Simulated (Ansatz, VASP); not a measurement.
One calculation of MoS2, two programs

Contents of INCAR:

```
SYSTEM = MoS2
ALGO = Normal ; EDIFF = 1E-7
ENCUT = 520 ; GGA = PE
ISIF = 2 ; ISMEAR = -1
LASPH = .True. ; LCHARG = .True.
LELF = .True. ; LREAL = .False.
LVHAR = .True. ; LWAVE = .False.
NBANDS = 35 ; NELM = 100
PREC = Accurate ; SIGMA = 0.1
```

KPOINTS

```
k-points
0
Gamma
  8 8 2
  0 0 0
```

Contents of POSCAR:

```
MoS2
1.0
    3.1423684888      0.0000000000      0.0000000000
   -1.5711842444      2.7213664726      0.0000000000
    0.0000000000      0.0000000000     12.2204320783
Mo S
2 4
Direct
    0.3333333333      0.6666666667      0.2500000000
    0.6666666667      0.3333333333      0.7500000000
    0.3333333333      0.6666666667      0.6230000000
    0.6666666667      0.3333333333      0.1230000000
    0.3333333333      0.6666666667      0.8770000000
    0.6666666667      0.3333333333      0.3770000000
```

Input for Ansatz:

```yaml
crystal:
  lattice:
    - [3.1423684888076875, 0.0, 0.0]
    - [-1.5711842444038437, 2.721366472621799, 0.0]
    - [0.0, 0.0, 12.220432078278934]
  atoms:
    - { symbol: Mo, position: [0.3333333333333333, 0.6666666666666666, 0.25] }
    - { symbol: Mo, position: [0.6666666666666666, 0.3333333333333333, 0.75] }
    - { symbol: S, position: [0.3333333333333333, 0.6666666666666666, 0.623] }
    - { symbol: S, position: [0.6666666666666666, 0.3333333333333333, 0.123] }
    - { symbol: S, position: [0.3333333333333333, 0.6666666666666666, 0.877] }
    - { symbol: S, position: [0.6666666666666666, 0.3333333333333333, 0.377] }
basis:
  ecutwfc: 500.0
kpoints:
  mp_grid:
    grid: [8, 8, 2]
hamiltonian:
  xc: pbe
scf:
  occupations:
    method: fermi_dirac
    width: 0.1
output:
  stress: true
```

Alike in both runs: task single point; functional PBE; k mesh 8 × 8 × 2; occupations fermi-dirac, width 0.1 eV; no spin polarisation.

|  | VASP | Ansatz |
| --- | --- | --- |
| version | VASP 6.6.1 | Ansatz 0.2.0 |
| potentials or method | VASP PAW PBE potentials, release 64 (Mo_sv, S), cutoff 520 eV | plane waves, PAW |
| valence electrons in the cell | 52 | 52 |

|  | VASP | Ansatz | Ansatz less VASP |
| --- | --- | --- | --- |
| pressure (GPa) | 5.9 | 6.1 | +0.14 |
| traceless stress, the component that is largest in VASP (GPa) | 0.54 | 0.58 | +0.041 |

Ansatz's warnings: structure snapped to symmetry.
